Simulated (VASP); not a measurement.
A run of VASP 6.6.1 is set up as follows.

INCAR

```
PREC     = Accurate       # precision mode
ENCUT    = 520            # plane-wave cutoff, eV
EDIFF    = 1E-7           # SCF threshold, eV
ISMEAR   = 0              # smearing method
SIGMA    = 0.05           # smearing width, eV
LREAL    = F              # projectors in reciprocal space
LASPH    = T              # aspherical terms in the spheres
NELM     = 100            # most SCF steps
ALGO     = Normal         # electronic algorithm
ISIF     = 2              # what is computed and relaxed
LWAVE    = F              # write WAVECAR
LCHARG   = F              # write CHGCAR
NBANDS   = 16             # bands
```

The input KPOINTS:

```
Automatic mesh
0
Gamma
  12 12 4
```

File POSCAR:

```
BN
1.0
    2.4672871469      0.0000000000      0.0000000000
   -1.2336435734      2.1367333476      0.0000000000
    0.0000000000      0.0000000000      6.9234544629
B N
2 2
Direct
    0.3333333333      0.6666666667      0.2500000000
    0.6666666667      0.3333333333      0.7500000000
    0.3333333333      0.6666666667      0.7500000000
    0.6666666667      0.3333333333      0.2500000000
```

Potentials or basis: VASP PAW LDA potentials, release 64 (B, N).

Launch:

```console
$ cat potpaw_LDA.64/B/POTCAR potpaw_LDA.64/N/POTCAR > POTCAR
$ mpirun -np 1 vasp_std > vasp.out
```

Task: What does it give for the pressure?

Result: 6.4 GPa.

Task: What does it give for the band gap on the k mesh?

Result: 4.21 eV, indirect (least direct gap 4.62 eV).

Stress tensor (GPa, compression positive):
```
10.33  0.00  0.00
 0.00 10.33  0.00
 0.00  0.00 -1.34
```

 A k mesh can miss the band edges.
